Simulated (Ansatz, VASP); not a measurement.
# Two plane-wave programs on AgCl

File POSCAR:

```
AgCl
1.0
    0.0000000000      2.9932461729      2.9932461729
    2.9932461729      0.0000000000      2.9932461729
    2.9932461729      2.9932461729      0.0000000000
Ag Cl
1 1
Direct
    0.0000000000      0.0000000000      0.0000000000
    0.2500000000      0.2500000000      0.2500000000
```

Contents of INCAR.step1:

```
PREC = Accurate ; ENCUT = 520
ISMEAR = 1 ; SIGMA = 0.001
LREAL = False ; LASPH = True
NELM = 100 ; NBANDS = 16
GGA = PE ; ALGO = Normal
EDIFF = 1E-4 ; LWAVE = True
LCHARG = False
```

The input INCAR.step2:

```
PREC = Accurate ; ENCUT = 520
EDIFF = 1E-6 ; ISMEAR = 1
SIGMA = 0.001 ; LREAL = False
LASPH = True ; NELM = 100
ALGO = Normal ; ISIF = 2
LWAVE = False ; LCHARG = False
METAGGA = R2SCAN ; LMIXTAU = True
NBANDS = 16 ; ISTART = 1
```

The input KPOINTS:

```
regular mesh
0
Gamma
  6 6 6
```

Input for Ansatz:

```yaml
crystal:
  lattice:
    - [0.0, 2.9932461729, 2.9932461729]
    - [2.9932461729, 0.0, 2.9932461729]
    - [2.9932461729, 2.9932461729, 0.0]
  atoms:
    - { symbol: Ag, position: [0.0, 0.0, 0.0] }
    - { symbol: Cl, position: [0.25, 0.25, 0.25] }
kpoints:
  mp_grid: { grid: [6, 6, 6] }
hamiltonian:
  xc: r2scan
scf:
  occupations: { method: cold, width: 0.001 }
  n_extra_bands: 4
output:
  forces: true
  stress: true
  eigenvalues: true
```

Alike in both runs: task single point; functional r2SCAN; k mesh 6 × 6 × 6; no spin polarisation.

|  | VASP | Ansatz |
| --- | --- | --- |
| version | VASP 6.6.1 | Ansatz 0.2.0 |
| potentials or method | VASP PAW PBE potentials, release 64 (Ag, Cl) | plane waves |
| plane-wave cutoff (eV) | 520 | 500 |
| occupations | methfessel-paxton of order 1, width 0.001 eV | cold, width 0.001 eV |
| valence electrons in the cell | 18 | 26 |

```csv
,VASP,Ansatz,Ansatz less VASP
gap on the k mesh at the Fermi level (eV),1.60,1.65,+0.047
pressure (GPa),0.0,0.0,+0.06
```

VASP's potentials were made for PBE, not for r2SCAN. VASP's potentials hold 18 valence electrons a cell and Ansatz's 26, so a difference there can come from the potentials and not from the codes.
